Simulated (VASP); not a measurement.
# C (Fd-3m) in VASP: notebook, part 2 of 2

VASP 6.6.1.

## Step 4: Single point, PBE (strained)

Contents of INCAR:

```
SYSTEM = C
PREC = Accurate
ENCUT = 600
EDIFF = 1E-6
ISMEAR = 0
SIGMA = 0.02
LREAL = .FALSE.
LASPH = .TRUE.
NELM = 120
ALGO = Normal
ISIF = 2
LWAVE = .FALSE.
LCHARG = .FALSE.
GGA = PE
NBANDS = 11
GGA_COMPAT = .FALSE.
```

Contents of KPOINTS:

```
Automatic mesh
0
G
  12 12 12
  0 0 0
```

Contents of POSCAR:

```
C
1.0
    0.0000000000      1.7793160140      1.7793160140
    1.7793160140      0.0000000000      1.7793160140
    1.7793160140      1.7793160140      0.0000000000
C
2
Direct
    0.5000000000      0.5000000000      0.5000000000
    0.7500000000      0.7500000000      0.7500000000
```

Potentials or basis: VASP PAW PBE potentials, release 64 (C).

Run with:

```
cat potpaw_PBE.64/C/POTCAR > POTCAR
mpirun -np 1 vasp_std > vasp.out
```

OUTCAR:

```text
SYSTEM = C
   PREC = Accurate
   ENCUT = 600
   EDIFF = 1E-6
   ISMEAR = 0
   LREAL = .FALSE.
   LASPH = .TRUE.
   NELM = 120
   ISIF = 2
   GGA = PE

 ion  position               nearest neighbor table
   1  0.500  0.500  0.500-   2 1.54   2 1.54   2 1.54   2 1.54
   2  0.750  0.750  0.750-   1 1.54   1 1.54   1 1.54   1 1.54

  LATTYP: Found a face centered cubic cell.
 ALAT       =     3.5586320280

  Lattice vectors:

 A1 = (   0.0000000000,   1.7793160140,   1.7793160140)
 A2 = (   1.7793160140,   0.0000000000,   1.7793160140)
 A3 = (   1.7793160140,   1.7793160140,   0.0000000000)

Analysis of symmetry for initial positions (statically):
=====================================================================
 Subroutine PRICEL returns:
 Original cell was already a primitive cell.

 Routine SETGRP: Setting up the symmetry group for a
 face centered cubic supercell.

 Subroutine GETGRP returns: Found 48 space group operations
 (whereof 24 operations were pure point group operations)
 out of a pool of 48 trial point group operations.

The static configuration has the point symmetry T_d .
 The point group associated with its full space group is O_h .

Analysis of symmetry for dynamics (positions and initial velocities):
=====================================================================
 Subroutine PRICEL returns:
 Original cell was already a primitive cell.

 Routine SETGRP: Setting up the symmetry group for a
 face centered cubic supercell.

 Subroutine GETGRP returns: Found 48 space group operations
 (whereof 24 operations were pure point group operations)
 out of a pool of 48 trial point group operations.

The dynamic configuration has the point symmetry T_d .
 The point group associated with its full space group is O_h .
[... 115 lines left out ...]
   EFERMI_NEDOS =   21; number of points for ismear=-14 and -15
   IALGO  =     38    algorithm
   IMIX   =      4    mixing-type and parameters
     AMIX     =   0.40;   BMIX     =  1.00
     AMIX_MAG =   1.60;   BMIX_MAG =  1.00
  volume/ion in A,a.u.               =       5.63        38.02
  Fermi-wavevector in a.u.,A,eV,Ry     =   1.460523  2.759988 29.022962  2.133127
  Thomas-Fermi vector in A             =   2.576962
   LORBIT       =      0    0 simple, 1 ext, 2 COOP (PROOUT), +10 PAW based schemes
   GGA     = PE    functional components
   LHFCALC =     F    Hartree Fock is set to
   AEXX    =    0.0000 exact exchange contribution
   IVDW    =     0    specifies the selected vdW correction
   LEPSILON=     F    determine dielectric tensor
   LRPA    =     F    only Hartree local field effects (RPA)
 non-spin polarized calculation
 Gauss-broadening in eV      SIGMA  =   0.02
  energy-cutoff  :      600.00
  volume of cell :       11.27
 maximum number of plane-waves:       388
   NGX =  9   NGY =  9   NGZ =  9

 number of electron       7.9999999 magnetization

 Free energy of the ion-electron system (eV)
  ---------------------------------------------------
  ext. energy  EPLUGINS =         0.00000000
  ---------------------------------------------------
  free energy    TOTEN  =       -18.18814861 eV

  energy without entropy =      -18.18814861  energy(sigma->0) =      -18.18814861

 E-fermi :   9.9192     XC(G=0): -13.2850

 val. band max:        9.8275252011   @ k =   0.0000   0.0000   0.0000
 cond. band min:      13.9965521755   @ k =   0.3333   0.3333   0.0000
 fundamental gap:      4.1690269744
 Fermi energy:         9.9191627316

 k-point     1 :       0.0000    0.0000    0.0000
  band No.  band energies     occupation
      1     -11.7409      2.00000
      2       9.8275      2.00000
      3       9.8275      2.00000
      4       9.8275      2.00000
      5      15.4366      0.00000
      6      15.4366      0.00000
      7      15.4366      0.00000
      8      23.3157      0.00000
      9      29.2101      0.00000
     10      36.4388      0.00000
     11      36.4388      0.00000
[... 309 lines left out ...]
 k-point    24 :      -0.4167    0.1667    0.0000
  band No.  band energies     occupation
      1      -5.5204      2.00000
      2      -2.7686      2.00000
      3       4.3249      2.00000
      4       6.2162      2.00000
      5      17.3930      0.00000
      6      20.1016      0.00000
      7      21.1205      0.00000
      8      25.3480      0.00000
      9      29.3504      0.00000
     10      34.0899      0.00000
     11      34.5226      0.00000

 [... further k-points ...]
[... 5 lines left out ...]
  --------------------------------------------------------------------------------------
  -------------------------------------------------------------------------------------
  Total        0.3398015      0.3398015      0.3398015     -0.0000000      0.0000000      0.0000000
  in kB       48.3221839     48.3221839     48.3221839     -0.0000000      0.0000000      0.0000000
  external PRESSURE =      48.3221839 kB  Pullay stress =       0.0000000 kB

 VOLUME and BASIS-vectors are now :
 -----------------------------------------------------------------------------
  energy-cutoff  :      600.00
  volume of cell :       11.27
      direct lattice vectors                 reciprocal lattice vectors
     0.000000000  1.779316014  1.779316014    -0.281006857  0.281006857  0.281006857
     1.779316014  0.000000000  1.779316014     0.281006857 -0.281006857  0.281006857
     1.779316014  1.779316014  0.000000000     0.281006857  0.281006857 -0.281006857

 POSITION                                       TOTAL-FORCE (eV/Angst)
 -----------------------------------------------------------------------------------
      1.77932      1.77932      1.77932         0.000000      0.000000      0.000000
      2.66897      2.66897      2.66897        -0.000000     -0.000000     -0.000000
 -----------------------------------------------------------------------------------
    total drift:                                0.000000     -0.000000      0.000000

  FREE ENERGIE OF THE ION-ELECTRON SYSTEM (eV)
  ---------------------------------------------------
  free  energy   TOTEN  =       -18.1881486081 eV

  energy  without entropy=      -18.1881486081  energy(sigma->0) =      -18.18814861
```

OSZICAR:

```text
N       E                     dE             d eps       ncg     rms          rms(c)
DAV:   1     0.325548977114E+01    0.32555E+01   -0.52725E+03  1616   0.784E+02
DAV:   2    -0.183491763940E+02   -0.21605E+02   -0.20916E+02  2061   0.138E+02
DAV:   3    -0.188382375243E+02   -0.48906E+00   -0.48731E+00  1901   0.158E+01
DAV:   4    -0.188390572386E+02   -0.81971E-03   -0.81969E-03  1691   0.797E-01
DAV:   5    -0.188390581321E+02   -0.89357E-06   -0.89358E-06  1839   0.261E-02    0.558E+00
DAV:   6    -0.183506221214E+02    0.48844E+00   -0.25459E-01  1623   0.356E+00    0.333E+00
DAV:   7    -0.181862539008E+02    0.16437E+00   -0.31144E-01  1692   0.399E+00    0.760E-01
DAV:   8    -0.181880887762E+02   -0.18349E-02   -0.88547E-03  1638   0.706E-01    0.439E-02
DAV:   9    -0.181881279224E+02   -0.39146E-04   -0.62054E-05  1876   0.637E-02    0.244E-02
DAV:  10    -0.181881485337E+02   -0.20611E-04   -0.15499E-05  1674   0.348E-02    0.525E-03
DAV:  11    -0.181881486081E+02   -0.74329E-07   -0.24932E-07  1404   0.461E-03
   1 F= -.18188149E+02 E0= -.18188149E+02  d E =-.149459E-13
```

stdout:

```text
POSCAR found type information on POSCAR C
 POSCAR found :  1 types and       2 ions
 scaLAPACK will be used
 LDA part: xc-table for (Slater+PW92), standard interpolation
 POSCAR, INCAR and KPOINTS ok, starting setup
 FFT: planning ... GRIDC
 FFT: planning ... GRID_SOFT
 FFT: planning ... GRID
 WAVECAR not read
 entering main loop
```

Run time: 6.5 s. Hardware: 1 thread of Intel Xeon Platinum 8375C at 2.90GHz (Ice Lake), shared host; peak memory 0.12 GiB.

Results:

* Free energy: -18.1881 eV
* Pressure: 4.8 GPa
* Band gap on the k mesh: 4.17 eV, indirect (least direct gap 5.61 eV)

Caveat: the cell differs from its parent crystal (strained). A k mesh can miss the band edges.

## Step 5: Overview

```tsv
cell	smearing	gap on the mesh (eV)	pressure (GPa)
a = 2.525 Å, angles 60.0°, 2 atoms	methfessel-paxton 0.05 eV	4.14	0.0
a = 2.502 Å, angles 60.0°, 2 atoms	gaussian 0.02 eV	4.21	13.1
a = 2.516 Å, angles 60.0°, 2 atoms	gaussian 0.02 eV	4.17	4.8
```

Alike in all rows: task single point; level PBE; potentials or basis VASP PAW PBE potentials, release 64 (C); no spin polarisation; k mesh 12 × 12 × 12; cutoff (eV) 600.

Absolute energies hang on the potentials; compare differences alone.
